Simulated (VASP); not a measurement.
## Dy2B: single point with PBE

Crystal: Dy2B.

```
Dy B
1.0
     4.31498    0.00000    0.00000
     0.00000    4.31498    0.00000
     0.00000    0.00000    6.77425
Dy B
4 2
Direct
  0.00000 0.50000 0.38813
  0.50000 0.00000 0.61187
  0.00000 0.00000 0.00000
  0.50000 0.50000 0.00000
  0.00000 0.50000 0.75466
  0.50000 0.00000 0.24534
```

The cell was built from a structure type or drawn by symmetry, and may not be a known phase.

- Program: VASP 6.6.1
- Task: single point
- Functional: PBE
- Potentials or basis: VASP PAW PBE potentials, release 64 (Dy_3, B), 4f in core
- Cutoff: 500 eV
- k mesh: 4 × 4 × 4
- Occupations: gaussian, width 0.1 eV
- Spin: no spin polarisation

The pressure is 0.3 GPa and the largest force is 0.020 eV/Å. The band gap on the k mesh is zero (bands 21 and 22 overlap by 0.83 eV).

Forces in eV/Å, atoms in the order of the input:
```
Dy   0.000  0.000 -0.008
Dy   0.000  0.000  0.008
Dy   0.000  0.000  0.000
Dy   0.000  0.000  0.000
B    0.000  0.000  0.020
B    0.000  0.000 -0.020
```

Stress tensor (GPa, compression positive):
```
0.37 0.00 0.00
0.00 0.37 0.00
0.00 0.00 0.27
```

Levels at points of the mesh, in eV from the Fermi level:
| k point | band 19 | band 20 | band 21 | band 22 | band 23 | band 24 |
| --- | --- | --- | --- | --- | --- | --- |
| (0.00, 0.00, 0.00) | -1.42 | -0.70 | -0.09 | 0.24 | 0.24 | 1.10 |
| (0.50, 0.00, 0.00) | -1.11 | -1.11 | -0.26 | -0.26 | 0.92 | 0.92 |
| (0.50, 0.50, 0.00) | -1.29 | -1.29 | -0.10 | -0.10 | 0.62 | 0.62 |
| (0.00, 0.00, 0.50) | -0.98 | -0.62 | -0.40 | -0.40 | 0.30 | 1.00 |
| (0.50, 0.00, 0.50) | -1.34 | -1.34 | 0.42 | 0.42 | 0.87 | 0.87 |
| (0.50, 0.50, 0.50) | -0.99 | -0.99 | 0.05 | 0.05 | 0.48 | 0.48 |

Wall time 50 s on 1 thread of Intel(R) Xeon(R) Platinum 8559C (Emerald Rapids), with other jobs on the host, peak memory 0.24 GiB.

Caveat: the k points lie up to 0.36 Å⁻¹ apart, too coarse for converged energies and pressures of a metal; spin-orbit coupling is left out, which moves the levels of the heavy elements; the 4f electrons are frozen in the core, so they carry no moment and show no levels. Spin polarisation is off, so any magnetic state and its effect on volume and gap are missing.
